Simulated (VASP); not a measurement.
# ScTiN2 (P4/mmm) in VASP: further runs, part 3 of 3

VASP 6.6.1. The steps go on from the part before.

## Step 6: Relaxation of cell and atoms, PBE, collinear spin

This run uses another cell than the first one, of 14.14 Å³/atom.

Input file INCAR:

```
SYSTEM = ScTiN2
PREC     = Accurate       ! precision mode
ENCUT    = 600            ! plane-wave cutoff, eV
EDIFF    = 1E-6           ! SCF threshold, eV
ISMEAR   = 0              ! smearing method
SIGMA    = 0.1            ! smearing width, eV
LREAL    = .FALSE.        ! projectors in reciprocal space
LASPH    = .TRUE.         ! aspherical terms in the spheres
NELM     = 150            ! most SCF steps
ALGO     = Normal         ! electronic algorithm
ISIF     = 3              ! what is computed and relaxed
LWAVE    = .FALSE.        ! write WAVECAR
LCHARG   = .FALSE.        ! write CHGCAR
ISPIN    = 2              ! spin polarisation
MAGMOM   = 0 1 0 0        ! initial moments
LORBIT   = 11             ! projections on sites
LMAXMIX  = 4              ! l up to which the mixer works
GGA      = PE             ! functional
IBRION   = 2              ! ionic algorithm
NSW      = 90             ! ionic steps
EDIFFG   = -0.04          ! ionic threshold
```

Input file KPOINTS:

```
regular mesh
0
G
  6 6 4
  0 0 0
```

Input file POSCAR:

```
ScTiN2
1.0
    3.4609044800      0.0000000000      0.0000000000
    0.0000000000      3.4609044800      0.0000000000
    0.0000000000      0.0000000000      4.7232243000
Sc Ti N
1 1 2
Direct
    0.5000000000      0.5000000000      0.5000000000
    0.0000000000      0.0000000000      0.0000000000
    0.0000000000      0.0000000000      0.5000000000
    0.5000000000      0.5000000000      0.0000000000
```

Potentials or basis: VASP PAW PBE potentials, release 64 (Sc_sv, Ti_sv, N).

On the command line:

```console
> cat potpaw_PBE.64/Sc_sv/POTCAR potpaw_PBE.64/Ti_sv/POTCAR potpaw_PBE.64/N/POTCAR > POTCAR
> mpirun -np 1 vasp_std > vasp.out
```

OUTCAR:

```text
SYSTEM = ScTiN2
   PREC = Accurate
   ENCUT = 600
   EDIFF = 1E-6
   ISMEAR = 0
   LREAL = .FALSE.
   LASPH = .TRUE.
   NELM = 150
   ISIF = 3
   ISPIN = 2
   LORBIT = 11
   GGA = PE
   IBRION = 2
   NSW = 90
   EDIFFG = -0.04

 ion  position               nearest neighbor table
   1  0.500  0.500  0.500-   4 2.36   4 2.36   3 2.45   3 2.45   3 2.45   3 2.45
   2  0.000  0.000  0.000-
   3  0.000  0.000  0.500-   1 2.45   1 2.45   1 2.45   1 2.45
   4  0.500  0.500  0.000-   1 2.36   1 2.36

  LATTYP: Found a simple tetragonal cell.
 ALAT       =     3.4609044800
 C/A-ratio  =     1.3647369719

  Lattice vectors:

 A1 = (   3.4609044800,   0.0000000000,   0.0000000000)
 A2 = (   0.0000000000,   3.4609044800,   0.0000000000)
 A3 = (   0.0000000000,   0.0000000000,   4.7232243000)

Analysis of symmetry for initial positions (statically):
=====================================================================
 Subroutine PRICEL returns:
 Original cell was already a primitive cell.

 Routine SETGRP: Setting up the symmetry group for a
 simple tetragonal supercell.

 Subroutine GETGRP returns: Found 16 space group operations
 (whereof 16 operations were pure point group operations)
 out of a pool of 16 trial point group operations.

The static configuration has the point symmetry D_4h.

Analysis of symmetry for dynamics (positions and initial velocities):
=====================================================================
 Subroutine PRICEL returns:
 Original cell was already a primitive cell.

 Routine SETGRP: Setting up the symmetry group for a
 simple tetragonal supercell.

 Subroutine GETGRP returns: Found 16 space group operations
 (whereof 16 operations were pure point group operations)
 out of a pool of 16 trial point group operations.

The dynamic configuration has the point symmetry D_4h.

Analysis of structural, dynamic, and magnetic symmetry:
=====================================================================
 Subroutine PRICEL returns:
 Original cell was already a primitive cell.

 Routine SETGRP: Setting up the symmetry group for a
 simple tetragonal supercell.

 Subroutine GETGRP returns: Found 16 space group operations
 (whereof 16 operations were pure point group operations)
 out of a pool of 16 trial point group operations.

The overall configuration has the point symmetry D_4h.

 Subroutine INISYM returns: Found 16 space group operations
 (whereof 16 operations are pure point group operations),
 and found     1 'primitive' translations

----------------------------------------------------------------------------------------

                                     Primitive cell

  volume of cell :      56.5741

  direct lattice vectors                    reciprocal lattice vectors
     3.460904480  0.000000000  0.000000000     0.288941809  0.000000000  0.000000000
     0.000000000  3.460904480  0.000000000     0.000000000  0.288941809  0.000000000
     0.000000000  0.000000000  4.723224300     0.000000000  0.000000000  0.211719778

  length of vectors
     3.460904480  3.460904480  4.723224300     0.288941809  0.288941809  0.211719778

  position of ions in fractional coordinates (direct lattice)
     0.500000000  0.500000000  0.500000000
     0.000000000  0.000000000  0.000000000
     0.000000000  0.000000000  0.500000000
     0.500000000  0.500000000  0.000000000

  ion indices of the primitive-cell ions
   primitive index   ion index
                 1           1
                 2           2
[... 69 lines left out ...]
   LNONCOLLINEAR =      F non collinear calculations
   LSORBIT =      F    spin-orbit coupling
   LASPH  =      T    aspherical Exc in radial PAW
   ENCUT  =  600.0 eV  44.10 Ry    6.64 a.u.   6.91  6.91  9.43*2*pi/ulx,y,z
   NELM   =    150;   NELMIN=  2; NELMDL= -5     # of ELM steps
   EDIFF  = 0.1E-05   stopping-criterion for ELM
   LREAL  =      F    real-space projection
   EDIFFG = -.4E-01   stopping-criterion for IOM
   NSW    =     90    number of steps for IOM
   IBRION =      2    ionic relax: 0-MD 1-quasi-New 2-CG
   NFREE  =      1    steps in history (QN), initial steepest desc. (CG)
   ISIF   =      3    stress and relaxation
   ISYM   =      2    0-nonsym 1-usesym 2-fastsym
   POTIM  = 0.5000    time-step for ionic-motion
   TEBEG  =    0.0;   TEEND  =   0.0 temperature during run
   PSTRESS=    0.0 pullay stress
   NELECT =      33.0000    total number of electrons
   NUPDOWN=      -1.0000    fix difference up-down
   EMIN   =  10.00;   EMAX   =-10.00  energy-range for DOS
   EFERMI =   0.00;   METHOD = LEGACY
   ISMEAR =     0;   SIGMA  =   0.10  broadening in eV -4-tet -1-fermi 0-gaus
   EFERMI_NEDOS =   21; number of points for ismear=-14 and -15
   IALGO  =     38    algorithm
   IMIX   =      4    mixing-type and parameters
     AMIX     =   0.40;   BMIX     =  1.00
     AMIX_MAG =   1.60;   BMIX_MAG =  1.00
  volume/ion in A,a.u.               =      14.14        95.45
  Fermi-wavevector in a.u.,A,eV,Ry     =   1.367855  2.584872 25.456889  1.871029
  Thomas-Fermi vector in A             =   2.493871
   LORBIT       =     11    0 simple, 1 ext, 2 COOP (PROOUT), +10 PAW based schemes
   GGA     = PE    functional components
   LHFCALC =     F    Hartree Fock is set to
   AEXX    =    0.0000 exact exchange contribution
   IVDW    =     0    specifies the selected vdW correction
   LEPSILON=     F    determine dielectric tensor
   LRPA    =     F    only Hartree local field effects (RPA)
 conjugate gradient relaxation of ions
 spin polarized calculation
 Gauss-broadening in eV      SIGMA  =   0.10
  energy-cutoff  :      600.00
  volume of cell :       56.57
 maximum number of plane-waves:      1908
 NGX is ok and might be reduce to    28
   NGX = 13   NGY = 13   NGZ = 19

--------------------------------------- Ionic step        1  -------------------------------------------

 number of electron      32.9999995 magnetization       0.2816439

 Free energy of the ion-electron system (eV)
  ---------------------------------------------------
  ext. energy  EPLUGINS =         0.00000000
  ---------------------------------------------------
  free energy    TOTEN  =       -35.72032972 eV

  energy without entropy =      -35.70981895  energy(sigma->0) =      -35.71507434

------------------------ aborting loop because EDIFF is reached ----------------------------------------

  FORCE on cell =-STRESS in cart. coord.  units (eV):
  Direction    XX          YY          ZZ          XY          YZ          ZX
  --------------------------------------------------------------------------------------
  -------------------------------------------------------------------------------------
  Total      -12.9443281    -12.9443281    -12.9401736      0.0000000      0.0000000      0.0000000
  in kB     -366.5829801   -366.5829801   -366.4653261      0.0000000      0.0000000      0.0000000
  external PRESSURE =    -366.5437621 kB  Pullay stress =       0.0000000 kB
[... 27 lines left out ...]
 number of electron      32.9999997 magnetization      -0.0004367

 number of electron      32.9999997 magnetization       0.0000435

 E-fermi :  11.2298     XC(G=0): -13.5928

 val. band max:       11.2289392336   @ k =   0.1667   0.1667   0.0000
 cond. band min:      11.2462669638   @ k =   0.5000   0.3333   0.2500
 fundamental gap:      0.0173277302
 Fermi energy:        11.2297600268

 spin component 1

 k-point     1 :       0.0000    0.0000    0.0000
  band No.  band energies     occupation
      1     -46.3264      1.00000
      2     -36.9853      1.00000
      3     -22.7080      1.00000
      4     -22.4941      1.00000
      5     -22.4941      1.00000
      6     -15.9783      1.00000
[... 1426 lines left out ...]
 number of electron      32.9999993 magnetization       0.0000126

 number of electron      32.9999993 magnetization      -0.0000003

 Free energy of the ion-electron system (eV)
  ---------------------------------------------------
  ext. energy  EPLUGINS =         0.00000000
  ---------------------------------------------------
  free energy    TOTEN  =       -37.94171725 eV

  energy without entropy =      -37.93664790  energy(sigma->0) =      -37.93918258

 E-fermi :   8.7274     XC(G=0): -12.4431

 val. band max:        8.6919731860   @ k =   0.5000   0.3333   0.2500
 cond. band min:       8.8515673653   @ k =   0.1667   0.1667   0.0000
 fundamental gap:      0.1595941793
 Fermi energy:         8.7274203757

 spin component 1

 k-point     1 :       0.0000    0.0000    0.0000
  band No.  band energies     occupation
      1     -49.2186      1.00000
      2     -40.1010      1.00000
      3     -25.4499      1.00000
      4     -25.3777      1.00000
      5     -25.3777      1.00000
      6     -18.8694      1.00000
[... 1178 lines left out ...]
  FREE ENERGIE OF THE ION-ELECTRON SYSTEM (eV)
  ---------------------------------------------------
  free  energy   TOTEN  =       -37.9417172544 eV

  energy  without entropy=      -37.9366479047  energy(sigma->0) =      -37.93918258

 reached required accuracy - stopping structural energy minimisation

 total charge

# of ion       s       p       d       tot
------------------------------------------
    1        2.219   6.297   1.273   9.789
    2        2.171   6.191   1.855  10.217
    3        1.244   2.463   0.000   3.707
    4        1.243   2.436   0.000   3.678
--------------------------------------------------
tot          6.878  17.386   3.128  27.391

 magnetization (x)

# of ion       s       p       d       tot
------------------------------------------
    1        0.000   0.000   0.000   0.000
    2       -0.000  -0.000  -0.000  -0.000
    3       -0.000   0.000   0.000  -0.000
    4        0.000   0.000   0.000   0.000
--------------------------------------------------
tot         -0.000   0.000  -0.000  -0.000
```

Wall time 17 min (1 thread of Intel Xeon 8259CL, shared host); peak memory 0.27 GiB.

What came out:

```yaml
Free_energy: -37.9417 eV
Relaxed_volume: 10.47 Å³/atom
Relaxed_cell: a = 3.089 Å, b = 3.089 Å, c = 4.389 Å, α = 90.00°, β = 90.00°, γ = 90.00°
Space_group_after_relaxing_to_0.1_Å: P4/mmm (No. 123)
Energy_gained_by_relaxing: 555.3 meV/atom
Ionic_steps: 9
Pressure_after_relaxing: 0.0 GPa
Net_moment: 0.00 μB per cell
Valence_electrons_inside_the_program's_atomic_spheres: Sc 9.79; Ti 10.22; N 3.71, 3.68
```

Stress tensor (GPa, compression positive):
```
-0.11  0.00  0.00
 0.00 -0.11  0.00
 0.00  0.00  0.13
```

The path:
```csv
step,energy change (eV),largest force (eV/Å),pressure (GPa),volume (Å³)
1,0.0000,0.0000,-36.65,56.57
2,-0.5713,0.0000,76.65,34.00
3,-2.1665,0.0000,-2.18,42.41
4,-2.1691,0.0000,-0.50,42.10
5,-2.1687,0.0000,0.96,41.84
6,-2.2185,0.0000,2.31,41.48
7,-2.2187,0.0000,2.18,41.50
8,-2.2188,0.0000,-2.14,42.27
9,-2.2214,0.0000,-0.03,41.88
```

Final structure:
```
Sc Ti N
1.0
     3.08897    0.00000    0.00000
     0.00000    3.08897    0.00000
     0.00000    0.00000    4.38947
Sc Ti N
1 1 2
Cartesian
  1.5445 1.5445 2.1947
  0.0000 0.0000 0.0000
  0.0000 0.0000 2.1947
  1.5445 1.5445 0.0000
```

Caveat: the volume moved by over 15 % at a fixed basis, so the end points are rough.

## Step 7: Summary

```tsv
task	spin	cell	k mesh	cutoff (eV)	gap on the mesh (eV)	pressure (GPa)	moment (μB)
single point	collinear	a = 3.085, b = 3.085, c = 4.387 Å, 4 atoms	6 × 6 × 4	520	none	0.8	0.00
single point	collinear	a = 3.461, b = 3.461, c = 4.723 Å, 4 atoms	6 × 6 × 4	520	none	-36.6	0.28
single point	off	a = 3.095, b = 3.095, c = 4.356 Å, 4 atoms	16 × 16 × 10	520	none	0.9	-
relaxation of cell and atoms	collinear	relaxed from a = 3.461, b = 3.461, c = 4.723 Å, 4 atoms	6 × 6 × 4	600	none	0.0	0.00
```

Alike in all rows: level PBE; potentials or basis VASP PAW PBE potentials, release 64 (Sc_sv, Ti_sv, N); smearing gaussian 0.1 eV.

Caveats: the cell stands under tension (at least some runs); the volume moved by over 15 % at a fixed basis, so the end points are rough (at least some runs).

Total energies depend on the potentials used, so only differences within one code and one set of settings carry meaning.
